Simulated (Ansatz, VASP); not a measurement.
# Ga: VASP beside Ansatz

The input INCAR:

```
SYSTEM = Ga
  PREC = Accurate
  ENCUT = 520
  EDIFF = 1E-6
  ISMEAR = -1
  SIGMA = 0.1
  LREAL = .False.
  LASPH = .True.
  NELM = 60
  ALGO = Normal
  ISIF = 2
  LWAVE = .False.
  LCHARG = .False.
  GGA = PE
  NBANDS = 34
```

Contents of KPOINTS:

```
regular mesh
0
Gamma
  14 14 4
  0 0 0
```

POSCAR

```
Ga
1.0
    3.0334568674      0.0000000000      0.0000000000
   -1.5167284337      2.6270507085      0.0000000000
    0.0000000000      0.0000000000      9.9043960235
Ga
4
Direct
    1.0000000000      0.0000000000      1.0000000000
    1.0000000000      0.0000000000      0.5000000000
    0.3333333333      0.6666666667      0.2500000000
    0.6666666667      0.3333333333      0.7500000000
```

Input for Ansatz:

```yaml
crystal:
  lattice:
    - [3.0334568674, 0.0, 0.0]
    - [-1.5167284337, 2.6270507085, 0.0]
    - [0.0, 0.0, 9.9043960235]
  atoms:
    - { symbol: Ga, position: [1.0, 0.0, 1.0] }
    - { symbol: Ga, position: [1.0, 0.0, 0.5] }
    - { symbol: Ga, position: [0.3333333333, 0.6666666667, 0.25] }
    - { symbol: Ga, position: [0.6666666667, 0.3333333333, 0.75] }
hamiltonian:
  xc: pbe
  pseudopotentials:
    kind: paw
    azcp:
      Ga: "pseudopotentials/Ga.paw.azcp"
basis:
  ecutwfc: 420
  fft_grid_basis: typed
kpoints:
  mp_grid: { grid: [14, 14, 4], shift: [0, 0, 0] }
magnetization:
  spin_polarized: false
scf:
  occupations: { method: fermi_dirac, width: 0.1 }
  lower_state_search: "off"
output:
  stress: true
```

Alike in both runs: task single point; functional PBE; k mesh 14 × 14 × 4; occupations fermi-dirac, width 0.1 eV; no spin polarisation.

|  | VASP | Ansatz |
| --- | --- | --- |
| version | VASP 6.6.1 | Ansatz 0.2.0 |
| potentials or method | VASP PAW PBE potentials, release 64 (Ga_d), cutoff 520 eV | plane waves (420 eV) with PAW, scalar-relativistic |
| valence electrons in the cell | 52 | 52 |

```tsv
	VASP	Ansatz	Ansatz less VASP
pressure (GPa)	-1.6	-1.7	-0.04
traceless stress, the component that is largest in VASP (GPa)	0.63	0.63	0.000
```
